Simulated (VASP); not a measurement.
# RbBr in VASP: notebook

RbBr is run at these levels: PBE; tasks: single point.

All numbers are computed with VASP 6.6.1; they aren't measurements. Logs are shortened: lines on timing, memory, paths and dates and some standing lists are left out, and cuts for length are marked.

### Step 1. The cell of the first run

It takes space group I4/mmm (No. 139, tetragonal). The conventional cell has a = 4.943 Å, b = 4.943 Å, c = 6.910 Å, α = 90.00°, β = 90.00°, γ = 90.00°. Within 4.5 Å of Rb (site symmetry 4/mmm) lie 6 Br at 3.45 to 3.50 Å. Within 4.5 Å of Br (site symmetry 4/mmm) lie 6 Rb at 3.45 to 3.50 Å.

### Step 2. Single point, PBE (epitaxial xy strain +1.0%)

The input, INCAR:

```
SYSTEM = RbBr
ALGO     = Normal         ! electronic algorithm
EDIFF    = 1E-6           ! SCF threshold, eV
ENCUT    = 520            ! plane-wave cutoff, eV
GGA      = PE             ! functional
ISIF     = 2              ! what is computed and relaxed
ISMEAR   = 0              ! smearing method
LASPH    = .TRUE.         ! aspherical terms in the spheres
LCHARG   = .TRUE.         ! write CHGCAR
LELF     = .TRUE.         ! ELF
LREAL    = .FALSE.        ! projectors in reciprocal space
LVHAR    = .TRUE.       
LWAVE    = .FALSE.        ! write WAVECAR
NBANDS   = 15             ! bands
NELM     = 100            ! most SCF steps
PREC     = Accurate       ! precision mode
SIGMA    = 0.01           ! smearing width, eV
```

The input, KPOINTS:

```
k-points
0
G
  4 4 4
  0 0 0
```

The input, POSCAR:

```
RbBr
1.0
    0.0000000000      3.4954343121      3.4549664704
    3.4954343121      0.0000000000      3.4549664704
    3.4954343121      3.4954343121      0.0000000000
Rb Br
1 1
Direct
    0.0000000000      0.0000000000      0.0000000000
    0.5000000000      0.5000000000      0.5000000000
```

Potentials or basis: VASP PAW PBE potentials, release 64 (Rb_sv, Br).

Run with:

```console
> cat potpaw_PBE.64/Rb_sv/POTCAR potpaw_PBE.64/Br/POTCAR > POTCAR
> mpirun -np 1 vasp_std > vasp.out
```

OUTCAR:

```text
SYSTEM = RbBr
   EDIFF = 1E-6
   ENCUT = 520
   GGA = PE
   ISIF = 2
   ISMEAR = 0
   LASPH = .TRUE.
   LREAL = .FALSE.
   NELM = 100
   PREC = Accurate

 ion  position               nearest neighbor table
   1  0.000  0.000  0.000-   2 3.45   2 3.45   2 3.50   2 3.50   2 3.50   2 3.50
   2  0.500  0.500  0.500-   1 3.45   1 3.45   1 3.50   1 3.50   1 3.50   1 3.50

  LATTYP: Found a body centered tetragonal cell.
 ALAT       =     4.9432906106
 C/A-ratio  =     1.3978407270

  Lattice vectors:

 A1 = (   0.0000000000,  -3.4954343121,  -3.4549664704)
 A2 = (   0.0000000000,   3.4954343121,  -3.4549664704)
 A3 = (   3.4954343121,   0.0000000000,   3.4549664704)

Analysis of symmetry for initial positions (statically):
=====================================================================
 Subroutine PRICEL returns:
 Original cell was already a primitive cell.

 Routine SETGRP: Setting up the symmetry group for a
 body centered tetragonal supercell.

 Subroutine GETGRP returns: Found 16 space group operations
 (whereof 16 operations were pure point group operations)
 out of a pool of 16 trial point group operations.

The static configuration has the point symmetry D_4h.

Analysis of symmetry for dynamics (positions and initial velocities):
=====================================================================
 Subroutine PRICEL returns:
 Original cell was already a primitive cell.

 Routine SETGRP: Setting up the symmetry group for a
 body centered tetragonal supercell.

 Subroutine GETGRP returns: Found 16 space group operations
 (whereof 16 operations were pure point group operations)
 out of a pool of 16 trial point group operations.

The dynamic configuration has the point symmetry D_4h.

 Subroutine INISYM returns: Found 16 space group operations
 (whereof 16 operations are pure point group operations),
 and found     1 'primitive' translations

----------------------------------------------------------------------------------------

                                     Primitive cell

  volume of cell :      84.4260

  direct lattice vectors                    reciprocal lattice vectors
     0.000000000  3.495434312  3.454966470    -0.143043741  0.143043741  0.144719205
     3.495434312  0.000000000  3.454966470     0.143043741 -0.143043741  0.144719205
     3.495434312  3.495434312  0.000000000     0.143043741  0.143043741 -0.144719205

  length of vectors
     4.914758828  4.914758828  4.943290611     0.248730118  0.248730118  0.248730118

  position of ions in fractional coordinates (direct lattice)
     0.000000000  0.000000000  0.000000000
     0.500000000  0.500000000  0.500000000

  ion indices of the primitive-cell ions
   primitive index   ion index
                 1           1
                 2           2

----------------------------------------------------------------------------------------

 KPOINTS: k-points

Automatic generation of k-mesh.
 Grid dimensions read from file:
 generate k-points for:    4    4    4

 Generating k-lattice:

  Cartesian coordinates                     Fractional coordinates (reciprocal lattice)
    -0.035760935  0.035760935  0.036179801     0.250000000  0.000000000  0.000000000
     0.035760935 -0.035760935  0.036179801     0.000000000  0.250000000  0.000000000
     0.035760935  0.035760935 -0.036179801     0.000000000  0.000000000  0.250000000

  Length of vectors
     0.062182530  0.062182530  0.062182530

  Shift w.r.t. Gamma in fractional coordinates (k-lattice)
     0.000000000  0.000000000  0.000000000

 Subroutine IBZKPT returns following result:
 ===========================================

 Found     13 irreducible k-points:

 Following reciprocal coordinates:
            Coordinates               Weight
  0.000000  0.000000  0.000000      1.000000
  0.250000  0.000000  0.000000      8.000000
  0.500000  0.000000  0.000000      4.000000
  0.250000  0.250000  0.000000      2.000000
  0.500000  0.250000  0.000000      8.000000
 -0.250000  0.250000  0.000000      4.000000
  0.500000  0.500000  0.000000      1.000000
  0.250000  0.000000  0.250000      4.000000
  0.500000  0.000000  0.250000     16.000000
 -0.250000  0.000000  0.250000      8.000000
 -0.250000  0.500000  0.250000      4.000000
  0.500000  0.000000  0.500000      2.000000
 -0.250000  0.250000  0.500000      2.000000
   k-points           NKPTS =     13   k-points in BZ     NKDIM =     13   number of bands    NBANDS=     15
   number of dos      NEDOS =    301   number of ions     NIONS =      2
   total plane-waves  NPLWV =  64000
   dimension x,y,z NGX =    40 NGY =   40 NGZ =   40
   dimension x,y,z NGXF=    80 NGYF=   80 NGZF=   80
   ions per type =               1   1
   NGX,Y,Z   is equivalent  to a cutoff of  13.53, 13.53, 13.45 a.u.
   NGXF,Y,Z  is equivalent  to a cutoff of  27.06, 27.06, 26.90 a.u.
 SYSTEM =  RbBr
   PREC   = accura    normal or accurate (medium, high low for compatibility)
   ISTART =      0    job   : 0-new  1-cont  2-samecut
   ICHARG =      2    charge: 1-file 2-atom 10-const
   ISPIN  =      1    spin polarized calculation?
   LNONCOLLINEAR =      F non collinear calculations
   LSORBIT =      F    spin-orbit coupling
   LASPH  =      T    aspherical Exc in radial PAW
   ENCUT  =  520.0 eV  38.22 Ry    6.18 a.u.   9.14  9.14  9.19*2*pi/ulx,y,z
   NELM   =    100;   NELMIN=  2; NELMDL= -5     # of ELM steps
   EDIFF  = 0.1E-05   stopping-criterion for ELM
   LREAL  =      F    real-space projection
   EDIFFG = 0.1E-04   stopping-criterion for IOM
   NSW    =      0    number of steps for IOM
   IBRION =     -1    ionic relax: 0-MD 1-quasi-New 2-CG
   NFREE  =      0    steps in history (QN), initial steepest desc. (CG)
   ISIF   =      2    stress and relaxation
   ISYM   =      2    0-nonsym 1-usesym 2-fastsym
   POTIM  = 0.5000    time-step for ionic-motion
   TEBEG  =    0.0;   TEEND  =   0.0 temperature during run
   PSTRESS=    0.0 pullay stress
   NELECT =      16.0000    total number of electrons
   NUPDOWN=      -1.0000    fix difference up-down
   EMIN   =  10.00;   EMAX   =-10.00  energy-range for DOS
   EFERMI =   0.00;   METHOD = LEGACY
   ISMEAR =     0;   SIGMA  =   0.01  broadening in eV -4-tet -1-fermi 0-gaus
   EFERMI_NEDOS =   21; number of points for ismear=-14 and -15
   IALGO  =     38    algorithm
   IMIX   =      4    mixing-type and parameters
     AMIX     =   0.40;   BMIX     =  1.00
     AMIX_MAG =   1.60;   BMIX_MAG =  1.00
  volume/ion in A,a.u.               =      42.21       284.87
  Fermi-wavevector in a.u.,A,eV,Ry     =   0.940350  1.777004 12.031058  0.884258
  Thomas-Fermi vector in A             =   2.067753
   LORBIT       =      0    0 simple, 1 ext, 2 COOP (PROOUT), +10 PAW based schemes
   GGA     = PE    functional components
   LHFCALC =     F    Hartree Fock is set to
   AEXX    =    0.0000 exact exchange contribution
   IVDW    =     0    specifies the selected vdW correction
   LEPSILON=     F    determine dielectric tensor
   LRPA    =     F    only Hartree local field effects (RPA)
 non-spin polarized calculation
 Gauss-broadening in eV      SIGMA  =   0.01
  energy-cutoff  :      520.00
  volume of cell :       84.43
 maximum number of plane-waves:      2292
 NGX is ok and might be reduce to    40
   NGX = 19   NGY = 19   NGZ = 19

 number of electron      15.9999998 magnetization

 Free energy of the ion-electron system (eV)
  ---------------------------------------------------
  ext. energy  EPLUGINS =         0.00000000
  ---------------------------------------------------
  free energy    TOTEN  =        -6.11267502 eV

  energy without entropy =       -6.11267502  energy(sigma->0) =       -6.11267502

 E-fermi :  -1.7802     XC(G=0):  -7.0465

 val. band max:       -1.9187902907   @ k =   0.0000   0.0000   0.0000
 cond. band min:       2.3176347675   @ k =   0.0000   0.0000   0.0000
 fundamental gap:      4.2364250582
 Fermi energy:        -1.7802456544

 k-point     1 :       0.0000    0.0000    0.0000
  band No.  band energies     occupation
      1     -26.4429      2.00000
      2     -14.0613      2.00000
      3     -10.5162      2.00000
      4     -10.5157      2.00000
      5     -10.5157      2.00000
      6      -1.9292      2.00000
      7      -1.9292      2.00000
      8      -1.9188      2.00000
      9       2.3176      0.00000
     10       5.3147      0.00000
     11       5.3147      0.00000
     12       5.3812      0.00000
     13       6.1631      0.00000
     14       6.2223      0.00000
     15       8.9521      0.00000

 k-point     2 :       0.2500    0.0000    0.0000
  band No.  band energies     occupation
      1     -26.4393      2.00000
      2     -14.0777      2.00000
      3     -10.5204      2.00000
      4     -10.5188      2.00000
      5     -10.4976      2.00000
      6      -2.4410      2.00000
      7      -2.0907      2.00000
      8      -2.0886      2.00000
      9       3.5332      0.00000
     10       5.1794      0.00000
     11       6.0085      0.00000
     12       6.0424      0.00000
     13       6.9611      0.00000
     14       7.0363      0.00000
     15      10.1894      0.00000

 k-point     3 :       0.5000    0.0000    0.0000
  band No.  band energies     occupation
      1     -26.4357      2.00000
      2     -14.0938      2.00000
      3     -10.5250      2.00000
      4     -10.5215      2.00000
      5     -10.4795      2.00000
      6      -2.8367      2.00000
      7      -2.2423      2.00000
      8      -2.2400      2.00000
      9       4.7637      0.00000
     10       5.6208      0.00000
     11       7.4093      0.00000
     12       7.4233      0.00000
     13       8.0416      0.00000
     14       8.1255      0.00000
     15       8.6321      0.00000
[... 145 lines left out ...]
 k-point    12 :       0.5000    0.0000    0.5000
  band No.  band energies     occupation
      1     -26.4337      2.00000
      2     -14.0139      2.00000
      3     -10.6655      2.00000
      4     -10.5771      2.00000
      5     -10.5718      2.00000
      6      -2.3926      2.00000
      7      -2.0805      2.00000
      8      -2.0745      2.00000
      9       3.7322      0.00000
     10       5.0174      0.00000
     11       7.0168      0.00000
     12       7.1763      0.00000
     13       7.3170      0.00000
     14       8.6782      0.00000
     15       8.7663      0.00000

 k-point    13 :      -0.2500    0.2500    0.5000
  band No.  band energies     occupation
      1     -26.4336      2.00000
      2     -14.0395      2.00000
      3     -10.6186      2.00000
      4     -10.6186      2.00000
      5     -10.4959      2.00000
      6      -2.3871      2.00000
      7      -2.2663      2.00000
      8      -2.2663      2.00000
      9       5.1293      0.00000
     10       5.1293      0.00000
     11       6.1203      0.00000
     12       6.4712      0.00000
     13       8.7201      0.00000
     14       8.8458      0.00000
     15       8.9113      0.00000

------------------------ aborting loop because EDIFF is reached ----------------------------------------

  FORCE on cell =-STRESS in cart. coord.  units (eV):
  Direction    XX          YY          ZZ          XY          YZ          ZX
  --------------------------------------------------------------------------------------
  -------------------------------------------------------------------------------------
  Total        0.1121813      0.1121813      0.2767363      0.0000000      0.0000000      0.0000000
  in kB        2.1288988      2.1288988      5.2517081      0.0000000      0.0000000      0.0000000
  external PRESSURE =       3.1698352 kB  Pullay stress =       0.0000000 kB

 VOLUME and BASIS-vectors are now :
 -----------------------------------------------------------------------------
  energy-cutoff  :      520.00
  volume of cell :       84.43
      direct lattice vectors                 reciprocal lattice vectors
     0.000000000  3.495434312  3.454966470    -0.143043741  0.143043741  0.144719205
     3.495434312  0.000000000  3.454966470     0.143043741 -0.143043741  0.144719205
     3.495434312  3.495434312  0.000000000     0.143043741  0.143043741 -0.144719205

 POSITION                                       TOTAL-FORCE (eV/Angst)
 -----------------------------------------------------------------------------------
      0.00000      0.00000      0.00000         0.000000      0.000000      0.000000
      3.49543      3.49543      3.45497         0.000000      0.000000      0.000000
 -----------------------------------------------------------------------------------
    total drift:                                0.000000     -0.000000     -0.000000

  FREE ENERGIE OF THE ION-ELECTRON SYSTEM (eV)
  ---------------------------------------------------
  free  energy   TOTEN  =        -6.1126750195 eV

  energy  without entropy=       -6.1126750195  energy(sigma->0) =       -6.11267502
```

Wall time 15 s (1 thread of Intel Xeon 6975P-C, shared host); peak memory 0.24 GiB.

What came out:

```yaml
Free_energy: -6.1127 eV
Pressure: 0.3 GPa
Band_gap_on_the_k_mesh: 4.24 eV, direct
```

Caveat: the cell differs from its parent crystal (epitaxial xy strain +1.0%).

### Step 3. Single point, PBE (strain along [111] +1.5%)

The input, INCAR:

```
PREC = Accurate
ENCUT = 520
EDIFF = 1E-7
ISMEAR = 0
SIGMA = 0.01
LREAL = False
LASPH = True
NELM = 80
ALGO = Normal
ISIF = 2
LWAVE = False
LCHARG = False
GGA = PE
NBANDS = 15
```

The input, KPOINTS:

```
Automatic mesh
0
Gamma
  4 4 4
```

The input, POSCAR:

```
RbBr
1.0
    0.0346082605      3.4954343121      3.4954343121
    3.4954343121      0.0346082605      3.4954343121
    3.4954343121      3.4954343121      0.0346082605
Rb Br
1 1
Direct
    0.0000000000      0.0000000000      0.0000000000
    0.5000000000      0.5000000000      0.5000000000
```

Potentials or basis: VASP PAW PBE potentials, release 64 (Rb_sv, Br).

Run with:

```console
> cat potpaw_PBE.64/Rb_sv/POTCAR potpaw_PBE.64/Br/POTCAR > POTCAR
> mpirun -np 1 vasp_std > vasp.out
```

Run time: 16 s. Hardware: 1 thread of Intel Xeon 6975P-C, shared host; peak memory 0.24 GiB.

It converged, with:

| Property | Result |
| --- | --- |
| Free energy | -6.1124 eV |
| Pressure | 0.4 GPa |
| Band gap on the k mesh | 4.24 eV, direct |

Levels at points of the mesh, in eV from the valence-band top:
```tsv
k point	band 5	band 6	band 7	band 8	band 9	band 10	band 11	band 12
(0.00, 0.00, 0.00)	-8.59	-0.02	0.00	0.00	4.24	7.18	7.29	7.29
(0.50, 0.00, 0.00)	-8.56	-0.92	-0.34	-0.32	6.69	7.56	9.30	9.41
(0.50, 0.50, 0.00)	-8.65	-0.47	-0.17	-0.15	5.64	6.95	8.97	9.11
(0.50, 0.50, 0.50)	-8.55	-0.93	-0.31	-0.31	6.69	7.50	9.31	9.31
```

Caveat: the cell differs from its parent crystal (strain along [111] +1.5%).

[end of part 1 of 2]
